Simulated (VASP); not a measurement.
# TiO2 in VASP: a series of runs

The runs below take TiO2 through single point, with r2SCAN.

Everything below comes from runs of VASP 6.6.1. Logs are shortened: lines on timing, memory, paths and dates and some standing lists are left out, and cuts for length are marked.

## (1) The cell of the first run

The typed cell holds 6 atoms: a = 3.778 Å, b = 3.778 Å, c = 5.486 Å, α = 110.14°, β = 110.14°, γ = 90.00°.

## (2) Single point, r2SCAN (atom 3 (O) moved -0.225 Å along Cartesian [0 0 1])

Input file POSCAR:

```
TiO2
1.0
    2.6711600402     -2.6712510909     -0.0201684190
    2.6711600402      2.6712510909     -0.0201684190
   -2.6353413730      0.0000000000      4.8120473783
Ti O
2 4
Direct
    0.1249747467      0.8750252533      0.2500000000
    0.8750252533      0.1249747467      0.7500000000
    0.3091208439      0.0590872612      0.6175928585
    0.6677180581      0.9177516408      0.3354553499
    0.9177516408      0.6677180581      0.8354553499
    0.0822483592      0.3322819419      0.1645446501
```

Input file INCAR.step1:

```
SYSTEM = TiO2
PREC = Accurate
ENCUT = 520
ISMEAR = 0
SIGMA = 0.05
LREAL = .False.
LASPH = .True.
NELM = 100
NBANDS = 33
GGA = PE
ALGO = Normal
EDIFF = 1E-4
LWAVE = .True.
LCHARG = .False.
```

Input file INCAR.step2:

```
SYSTEM = TiO2
PREC = Accurate
ENCUT = 520
EDIFF = 1E-6
ISMEAR = 0
SIGMA = 0.05
LREAL = .False.
LASPH = .True.
NELM = 100
ALGO = Normal
ISIF = 2
LWAVE = .False.
LCHARG = .False.
METAGGA = R2SCAN
LMIXTAU = .True.
NBANDS = 33
ISTART = 1
```

Input file KPOINTS:

```
Automatic mesh
0
Gamma
  6 6 6
  0 0 0
```

Potentials or basis: VASP PAW PBE potentials, release 64 (Ti_sv, O).

Command:

```sh
cat potpaw_PBE.64/Ti_sv/POTCAR potpaw_PBE.64/O/POTCAR > POTCAR
cp INCAR.step1 INCAR
mpirun -np 1 vasp_std > vasp.out
cp INCAR.step2 INCAR
mpirun -np 1 vasp_std > vasp.out
```

OUTCAR:

```text
SYSTEM = TiO2
   PREC = Accurate
   ENCUT = 520
   EDIFF = 1E-6
   ISMEAR = 0
   LREAL = .False.
   LASPH = .True.
   NELM = 100
   ISIF = 2
   METAGGA = R2SCAN
   ISTART = 1

 ion  position               nearest neighbor table
   1  0.125  0.875  0.250-   3 1.76   4 1.93   6 1.93   4 1.93   6 1.93   5 1.99
   2  0.875  0.125  0.750-   5 1.93   5 1.93   4 1.99   6 1.99   3 1.99   3 1.99
   3  0.309  0.059  0.618-   1 1.76   2 1.99   2 1.99
   4  0.668  0.918  0.335-   1 1.93   1 1.93   2 1.99
   5  0.918  0.668  0.835-   2 1.93   2 1.93   1 1.99
   6  0.082  0.332  0.165-   1 1.93   1 1.93   2 1.99

  Warning from LATTYP: Got some problem with cell dimensions!
  Tried to take original basis but could not verify dimensions!
  LATTYP: Found a base centered monoclinic cell.
 ALAT       =     5.3424723586
 B/A-ratio  =     1.0000055823
 C/A-ratio  =     1.0268783488
 COS(beta)  =    -0.4868465916

  Lattice vectors:

 A1 = (  -2.6711600402,   2.6712510909,   0.0201684190)
 A2 = (  -2.6711600402,  -2.6712510909,   0.0201684190)
 A3 = (   2.7069787074,   0.0000000000,   4.7717105403)

Analysis of symmetry for initial positions (statically):
=====================================================================
 Subroutine PRICEL returns:
 Original cell was already a primitive cell.

 Routine SETGRP: Setting up the symmetry group for a
 base centered monoclinic supercell.

 Subroutine GETGRP returns: Found  1 space group operations
 (whereof  1 operations were pure point group operations)
 out of a pool of  4 trial point group operations.

The static configuration has the point symmetry C_1 .

Analysis of symmetry for dynamics (positions and initial velocities):
=====================================================================
 Subroutine PRICEL returns:
 Original cell was already a primitive cell.

 Routine SETGRP: Setting up the symmetry group for a
 base centered monoclinic supercell.

 Subroutine GETGRP returns: Found  1 space group operations
 (whereof  1 operations were pure point group operations)
 out of a pool of  4 trial point group operations.

The dynamic configuration has the point symmetry C_1 .

 Subroutine INISYM returns: Found  1 space group operations
 (whereof  1 operations are pure point group operations),
 and found     1 'primitive' translations

----------------------------------------------------------------------------------------

[... 102 lines left out ...]
   EDIFFG = 0.1E-04   stopping-criterion for IOM
   NSW    =      0    number of steps for IOM
   IBRION =     -1    ionic relax: 0-MD 1-quasi-New 2-CG
   NFREE  =      0    steps in history (QN), initial steepest desc. (CG)
   ISIF   =      2    stress and relaxation
   ISYM   =      2    0-nonsym 1-usesym 2-fastsym
   POTIM  = 0.5000    time-step for ionic-motion
   TEBEG  =    0.0;   TEEND  =   0.0 temperature during run
   PSTRESS=    0.0 pullay stress
   NELECT =      48.0000    total number of electrons
   NUPDOWN=      -1.0000    fix difference up-down
   EMIN   =  10.00;   EMAX   =-10.00  energy-range for DOS
   EFERMI =   0.00;   METHOD = LEGACY
   ISMEAR =     0;   SIGMA  =   0.05  broadening in eV -4-tet -1-fermi 0-gaus
   EFERMI_NEDOS =   21; number of points for ismear=-14 and -15
   IALGO  =     38    algorithm
   IMIX   =      4    mixing-type and parameters
     AMIX     =   0.40;   BMIX     =  1.00
     AMIX_MAG =   1.60;   BMIX_MAG =  1.00
  volume/ion in A,a.u.               =      11.40        76.92
  Fermi-wavevector in a.u.,A,eV,Ry     =   1.454890  2.749344 28.799531  2.116706
  Thomas-Fermi vector in A             =   2.571988
   LORBIT       =      0    0 simple, 1 ext, 2 COOP (PROOUT), +10 PAW based schemes
   METAGGA = R2SCAN    functional components
   LHFCALC =     F    Hartree Fock is set to
   AEXX    =    0.0000 exact exchange contribution
   IVDW    =     0    specifies the selected vdW correction
   LEPSILON=     F    determine dielectric tensor
   LRPA    =     F    only Hartree local field effects (RPA)
 non-spin polarized calculation
 Gauss-broadening in eV      SIGMA  =   0.05
  energy-cutoff  :      520.00
  volume of cell :       68.39
 maximum number of plane-waves:      1858
   NGX = 15   NGY = 15   NGZ = 21

 number of electron      47.9999996 magnetization

 Free energy of the ion-electron system (eV)
  ---------------------------------------------------
  ext. energy  EPLUGINS =         0.00000000
  ---------------------------------------------------
  free energy    TOTEN  =       -69.37399777 eV

  energy without entropy =      -69.37399777  energy(sigma->0) =      -69.37399777

 E-fermi :   3.4882     XC(G=0): -11.4095

 val. band max:        3.0945741792   @ k =   0.0000   0.0000   0.5000
 cond. band min:       5.5747325504   @ k =   0.0000   0.0000   0.0000
 fundamental gap:      2.4801583711
 Fermi energy:         3.4881860999

 k-point     1 :       0.0000    0.0000    0.0000
  band No.  band energies     occupation
      1     -55.7296      2.00000
      2     -55.0895      2.00000
      3     -31.0290      2.00000
      4     -30.8962      2.00000
      5     -30.8935      2.00000
      6     -30.4586      2.00000
[... 853 lines left out ...]
     32       9.0426      0.00000
     33       9.8357      0.00000

 [... further k-points ...]

------------------------ aborting loop because EDIFF is reached ----------------------------------------

  FORCE on cell =-STRESS in cart. coord.  units (eV):
  Direction    XX          YY          ZZ          XY          YZ          ZX
  --------------------------------------------------------------------------------------
  -------------------------------------------------------------------------------------
  Total        0.9386489      0.9377177      7.4767201     -0.3556835      0.0130785      0.0477055
  in kB       21.9906868     21.9688703    175.1647605     -8.3329606      0.3064045      1.1176448
  external PRESSURE =      73.0414392 kB  Pullay stress =       0.0000000 kB

 VOLUME and BASIS-vectors are now :
 -----------------------------------------------------------------------------
  energy-cutoff  :      520.00
  volume of cell :       68.39
      direct lattice vectors                 reciprocal lattice vectors
     2.671160040 -2.671251091 -0.020168419     0.187961819 -0.187178211  0.102938213
     2.671160040  2.671251091 -0.020168419     0.187961819  0.187178211  0.102938213
    -2.635341373  0.000000000  4.812047378     0.001575584  0.000000000  0.208674629

 POSITION                                       TOTAL-FORCE (eV/Angst)
 -----------------------------------------------------------------------------------
      2.01232      2.00357      1.18284        -0.018360     -0.000199     -2.109820
      0.69465     -2.00357      3.58887        -0.001646     -0.000204     -0.681988
     -0.64403     -0.66790      2.96446         0.023410      0.010858      5.044579
      3.35100      0.66790      1.58225         0.003981     -0.011190     -0.547317
      2.03333     -0.66790      3.98827        -0.002698      0.000572     -1.036826
      0.67365      0.66790      0.78344        -0.004687      0.000164     -0.668628
 -----------------------------------------------------------------------------------
    total drift:                                0.000877     -0.000890      0.004748

  FREE ENERGIE OF THE ION-ELECTRON SYSTEM (eV)
  ---------------------------------------------------
  free  energy   TOTEN  =       -69.3739977651 eV

  energy  without entropy=      -69.3739977651  energy(sigma->0) =      -69.37399777
```

OUTCAR.step1:

```text
SYSTEM = TiO2
   PREC = Accurate
   ENCUT = 520
   ISMEAR = 0
   LREAL = .False.
   LASPH = .True.
   NELM = 100
[... 1104 lines left out ...]
      3.35100      0.66790      1.58225         0.002603     -0.010121     -0.614622
      2.03333     -0.66790      3.98827        -0.003627     -0.000097     -1.103917
      0.67365      0.66790      0.78344        -0.003136      0.000680     -0.558841
 -----------------------------------------------------------------------------------
    total drift:                               -0.000083      0.000003     -0.001241

  FREE ENERGIE OF THE ION-ELECTRON SYSTEM (eV)
  ---------------------------------------------------
  free  energy   TOTEN  =       -53.3518377942 eV

  energy  without entropy=      -53.3518377942  energy(sigma->0) =      -53.35183779
```

Wall time 6.1 min (1 thread of Intel Xeon 6975P-C (Granite Rapids), shared host); peak memory 0.32 GiB.

What came out:

- Free energy: -69.3740 eV
- Pressure: 7.3 GPa
- Largest force: 5.045 eV/Å
- Band gap on the k mesh: 2.48 eV (least direct gap 2.65 eV)

Forces on the atoms (eV/Å):
```
Ti  -0.018  0.000 -2.110
Ti  -0.002  0.000 -0.682
O    0.023  0.011  5.045
O    0.004 -0.011 -0.547
O   -0.003  0.001 -1.037
O   -0.005  0.000 -0.669
```

Caveat: the cell differs from its parent crystal (atom 3 (O) moved -0.225 Å along Cartesian [0 0 1]); the cell stands under pressure; the PAW data sets were made with another functional, which shifts forces and pressure a little. A k mesh can miss the band edges.

## (3) Single point, r2SCAN (atom 3 (O) moved +0.113 Å along Cartesian [0 0 1])

POSCAR, as its differences from that of step 2:

```diff
@@ -10,3 +10,3 @@
     0.8750252533      0.1249747467      0.7500000000
-    0.3091208439      0.0590872612      0.6175928585
+    0.3438624909      0.0938289082      0.6880205459
     0.6677180581      0.9177516408      0.3354553499
```

INCAR.step1, as its differences from that of step 2:

```diff
@@ -7,3 +7,3 @@
 LASPH = .True.
-NELM = 100
+NELM = 60
 NBANDS = 33
```

INCAR.step2, as its differences from that of step 2:

```diff
@@ -3,3 +3,3 @@
 ENCUT = 520
-EDIFF = 1E-6
+EDIFF = 1E-7
 ISMEAR = 0
@@ -8,3 +8,3 @@
 LASPH = .True.
-NELM = 100
+NELM = 60
 ALGO = Normal
```

Input file KPOINTS:

```
regular mesh
0
Gamma
  6 6 6
  0 0 0
```

Potentials or basis: VASP PAW PBE potentials, release 64 (Ti_sv, O).

Command:

```sh
cat potpaw_PBE.64/Ti_sv/POTCAR potpaw_PBE.64/O/POTCAR > POTCAR
cp INCAR.step1 INCAR
mpirun -np 1 vasp_std > vasp.out
cp INCAR.step2 INCAR
mpirun -np 1 vasp_std > vasp.out
```

It took 7.9 min on 1 thread of Intel Xeon 6975P-C (Granite Rapids), shared host; peak memory 0.32 GiB.

It converged, with:

```
Free energy            : -69.7886 eV
Pressure               : 0.1 GPa
Largest force          : 1.165 eV/Å
Band gap on the k mesh : 2.38 eV (least direct gap 2.84 eV)
```

Forces on the atoms (eV/Å):
```
Ti  -0.001 -0.001 -0.031
Ti   0.001  0.002  0.251
O    0.000 -0.005 -1.165
O    0.000  0.003  0.238
O   -0.001  0.001  0.332
O    0.002  0.000  0.374
```

Stress tensor (GPa, compression positive):
```
 1.61 -0.14 -0.02
-0.14  1.61 -0.01
-0.02 -0.01 -2.81
```

Levels at points of the mesh, in eV from the valence-band top:
```csv
k point,band 21,band 22,band 23,band 24,band 25,band 26,band 27,band 28
"(0.00, 0.00, 0.00)",-0.94,-0.94,-0.60,-0.57,2.38,3.12,4.03,4.10
"(0.50, 0.00, 0.00)",-2.05,-1.08,-1.02,-0.81,3.55,3.72,3.84,4.18
"(0.00, 0.50, 0.00)",-2.06,-1.12,-1.10,-0.80,3.46,3.65,3.69,3.90
"(0.50, 0.50, 0.00)",-2.31,-2.27,-0.19,0.00,3.48,3.71,3.89,4.31
"(0.00, 0.00, 0.50)",-1.45,-1.45,-0.28,-0.25,2.64,2.84,3.99,4.01
"(0.50, 0.00, 0.50)",-2.05,-1.08,-1.02,-0.81,3.55,3.72,3.84,4.18
"(0.00, 0.50, 0.50)",-2.06,-1.12,-1.10,-0.80,3.46,3.65,3.69,3.90
"(0.50, 0.50, 0.50)",-2.31,-2.27,-0.19,0.00,3.48,3.71,3.89,4.31
```

Caveat: the cell differs from its parent crystal (atom 3 (O) moved +0.113 Å along Cartesian [0 0 1]); the PAW data sets were made with another functional, which shifts forces and pressure a little.
